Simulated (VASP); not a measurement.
# Fe: single point with LDA

Fe:

```xyz
1
Lattice="-1.4620 1.4620 1.4620 1.4620 -1.4620 1.4620 1.4620 1.4620 -1.4620" Properties=species:S:1:pos:R:3 pbc="T T T"
Fe    0.0000    0.0000    0.0000
```

```
Program                : VASP 6.6.1
Task                   : single point
Functional             : LDA
Potentials or basis    : VASP PAW LDA potentials, release 64 (Fe_sv)
Cutoff                 : 600 eV
k mesh                 : 13 × 13 × 13
Occupations            : fermi-dirac, width 0.05 eV
Spin                   : collinear spin, ferromagnetic start
Starting moments       : [3.0] μB
Dipole correction      : no
Second run             : valence_matched
Further INCAR settings : ALGO = Normal; EDIFF = 1e-06; NBANDS = 18
```

* Pressure: -33.2 GPa
* Net moment: 2.25 μB per cell
* Site moments: Fe +2.21 μB
* Valence electrons inside the program's atomic spheres: Fe 13.70

Levels at points of the mesh, in eV from the Fermi level:
Spin up:
| k point | band 6 | band 7 | band 8 | band 9 | band 10 | band 11 | band 12 | band 13 |
| --- | --- | --- | --- | --- | --- | --- | --- | --- |
| (0.00, 0.00, 0.00) | -2.09 | -2.09 | -2.09 | -0.91 | -0.91 | 23.52 | 23.52 | 23.52 |
Spin down:
```
           k point  band 5  band 6  band 7  band 8  band 9  band 10
(0.00, 0.00, 0.00)   -7.65   -0.22   -0.22   -0.22    1.43     1.43
```

Wall time 14 s on 1 thread of Intel(R) Xeon(R) 6975P-C (Granite Rapids), with other jobs on the host, peak memory 0.14 GiB.
